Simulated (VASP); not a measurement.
Crystal: Os.

```xyz
2
Lattice="2.7175 0.0000 0.0000 -1.3588 2.3534 0.0000 0.0000 0.0000 4.2845" Properties=species:S:1:pos:R:3 pbc="T T T"
Os    0.0000    1.5690    1.0711
Os    1.3588    0.7845    3.2133
```

Base run:

| Quantity | Value |
| --- | --- |
| Program | VASP 6.6.1 |
| Functional | LDA |
| Potentials or basis | VASP PAW LDA potentials, release 64 (Os_sv_GW) |
| Cutoff | 560 eV |
| k mesh | 13 × 13 × 8 |
| Occupations | gaussian, width 0.01 eV |
| Spin | no spin polarisation |

Its results: band gap on the k mesh zero (bands 16 and 17 overlap by 3.96 eV); pressure 0.4 GPa.

**Question.** The run is repeated on the same cell with these changes: occupations from gaussian, width 0.01 eV to gaussian, width 0.6 eV. What comes out?

**Answer.** Band gap on the k mesh zero (bands 16 and 17 overlap by 3.97 eV); pressure 1.3 GPa.

Caveats: spin-orbit coupling is left out, which moves the levels of the heavy elements; so wide a smearing shifts energies and pressures (at least some runs).
